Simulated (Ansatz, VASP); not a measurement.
One calculation of AlCo, two programs

Contents of INCAR:

```
PREC = Accurate
ENCUT = 520
EDIFF = 1E-6
ISMEAR = 0
SIGMA = 0.1
LREAL = F
LASPH = T
NELM = 60
ALGO = Fast
ISIF = 2
LWAVE = F
LCHARG = F
GGA = PE
NBANDS = 13
```

The input KPOINTS:

```
regular mesh
0
Gamma
  20 20 20
```

File POSCAR:

```
AlCo
1.0
    2.7638932944      0.0000000000      0.0000000000
    0.0000000000      2.7638932944      0.0000000000
    0.0000000000      0.0000000000      2.7638932944
Al Co
1 1
Direct
    0.0000000000      0.0000000000      0.0000000000
    0.5000000000      0.5000000000      0.5000000000
```

Input for Ansatz:

```yaml
crystal:
  lattice:
    - [2.7638932944, 0.0, 0.0]
    - [0.0, 2.7638932944, 0.0]
    - [0.0, 0.0, 2.7638932944]
  atoms:
    - { symbol: Al, position: [0.0, 0.0, 0.0] }
    - { symbol: Co, position: [0.5, 0.5, 0.5] }
basis:
  ecutwfc: 420
kpoints:
  mp_grid: { grid: [20, 20, 20] }
hamiltonian:
  xc: pbe
scf:
  occupations: { method: gaussian, width: 0.1 }
output:
  forces: true
  stress: true
  eigenvalues: true
  write_density: true
  write_potential: true
  elf: true
  volumetric_format: npy
```

Alike in both runs: task single point; functional PBE; k mesh 20 × 20 × 20; occupations gaussian, width 0.1 eV; no spin polarisation.

|  | VASP | Ansatz |
| --- | --- | --- |
| version | VASP 6.6.1 | Ansatz 0.2.0 |
| potentials or method | VASP PAW PBE potentials, release 64 (Al, Co), cutoff 520 eV | scalar-relativistic, plane waves, PAW |
| valence electrons in the cell | 12 | 20 |

```csv
,VASP,Ansatz,Ansatz less VASP
gap on the k mesh at the Fermi level (eV),none,none,-
pressure (GPa),20.2,20.6,+0.40
```

A gap of «none» marks a metal or a gap that the smearing closes. VASP's potentials hold 12 valence electrons a cell and Ansatz's 20, so a difference there can come from the potentials and not from the codes.
